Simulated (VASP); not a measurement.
Write the native input for VASP 6.6.1 that does the following.

```
Task                   : single point
Functional             : PBE
Potentials or basis    : VASP PAW PBE potentials, release 64 (Li_sv, H)
Cutoff                 : 520 eV
k mesh                 : 2 × 2 × 2, shifted
Occupations            : gaussian, width 0.01 eV
Spin                   : no spin polarisation
Dipole correction      : no
Further INCAR settings : LREAL = Auto; ALGO = Normal; EDIFF = 1e-07; NBANDS = 54
```

The structure of LiH lies in POSCAR:

```
LiH
1.0
    4.0071000521     -4.0071000521     -4.0071000521
   -4.0071000521      4.0071000521     -4.0071000521
    4.0071000521      4.0071000521      4.0071000521
Li H
16 16
Direct
    0.5000000000      0.2500000000      0.2500000000
    0.5000000000      0.0000000000      0.5000000000
    0.2500000000      0.5000000000      0.2500000000
    0.5000000000      0.7500000000      0.7500000000
    0.2500000000      0.2500000000      0.5000000000
    0.5000000000      0.5000000000      0.0000000000
    0.2500000000      0.0000000000      0.7500000000
    0.0000000000      0.7500000000      0.2500000000
    0.0000000000      0.5000000000      0.5000000000
    0.2500000000      0.7500000000      0.0000000000
    0.7500000000      1.0000000000      0.2500000000
    0.0000000000      0.2500000000      0.7500000000
    0.0000000000      0.0000000000      0.0000000000
    0.7500000000      0.7500000000      0.5000000000
    0.7500000000      0.5000000000      0.7500000000
    0.7500000000      0.2500000000      0.0000000000
    0.7500000000      0.2500000000      0.5000000000
    0.7500000000      0.0000000000      0.7500000000
    0.5000000000      0.5000000000      0.5000000000
    0.7500000000      0.7500000000      0.0000000000
    0.5000000000      0.2500000000      0.7500000000
    0.7500000000      0.5000000000      0.2500000000
    0.5000000000      0.0000000000      0.0000000000
    0.2500000000      0.7500000000      0.5000000000
    0.2500000000      0.5000000000      0.7500000000
    0.5000000000      0.7500000000      0.2500000000
    0.0000000000      0.0000000000      0.5000000000
    0.2500000000      0.2500000000      0.0000000000
    0.2500000000      0.0000000000      0.2500000000
    0.0000000000      0.7500000000      0.7500000000
    0.0000000000      0.5000000000      0.0000000000
    0.0000000000      0.2500000000      0.2500000000
```

One way to write it, as run:

INCAR

```
PREC = Accurate ; ENCUT = 520
EDIFF = 1E-7 ; ISMEAR = 0
SIGMA = 0.01 ; LREAL = Auto
LASPH = True ; NELM = 60
ALGO = Normal ; ISIF = 2
LWAVE = False ; LCHARG = True
GGA = PE ; LELF = True
LVHAR = True ; NBANDS = 54
```

KPOINTS

```
Automatic mesh
0
Gamma
  2 2 2
  0.5 0.5 0.5
```

Potentials or basis: VASP PAW PBE potentials, release 64 (Li_sv, H).

Run with:

```bash
$ cat potpaw_PBE.64/Li_sv/POTCAR potpaw_PBE.64/H/POTCAR > POTCAR
$ mpirun -np 1 vasp_std > vasp.out
```

It gave:

```
Band gap on the k mesh : 3.67 eV
```

Caveat: the k points lie up to 0.55 Å⁻¹ apart.

Run time: 85 s on 1 thread of Intel(R) Xeon(R) Platinum 8259CL CPU @ 2.50GHz (Skylake/Cascade Lake), with other jobs on the host, peak memory 0.35 GiB.
